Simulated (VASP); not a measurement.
A run of VASP 6.6.1 is set up as follows.

INCAR

```
SYSTEM = O
PREC = Accurate
ENCUT = 600
EDIFF = 1E-7
ISMEAR = 0
SIGMA = 0.1
LREAL = .FALSE.
LASPH = .TRUE.
NELM = 100
ALGO = Normal
ISIF = 3
LWAVE = .FALSE.
LCHARG = .FALSE.
GGA = PE
IBRION = 2
NSW = 100
EDIFFG = -0.01
```

KPOINTS

```
regular mesh
0
G
  24 24 24
  0 0 0
```

File POSCAR:

```
O
1.0
   -1.7349724474      1.7349724474      1.4531516236
    1.7349724474     -1.7349724474      1.4531516236
    1.7349724474      1.7349724474     -1.4531516236
O
2
Direct
    0.0000000000      0.0000000000      0.0000000000
    0.7500000000      0.2500000000      0.5000000000
```

Potentials or basis: VASP PAW PBE potentials, release 64 (O).

Command:

```sh
$ cat potpaw_PBE.64/O/POTCAR > POTCAR
$ mpirun -np 1 vasp_std > vasp.out
```

(1) Estimate the space group after relaxing (to 0.05 Å).

(2) What does it give for the relaxed cell?

(3) Estimate the band gap on the k mesh.

(4) What does it give for the relaxed volume?

Answers

(1) I4_1/amd (No. 141).

(2) a = 2.850 Å, b = 2.850 Å, c = 2.850 Å, α = 105.05°, β = 105.05°, γ = 118.72°.

(3) zero (band 6 reaches 2.00 eV, above the bottom of band 7 at 1.65 eV).

(4) 8.73 Å³/atom.
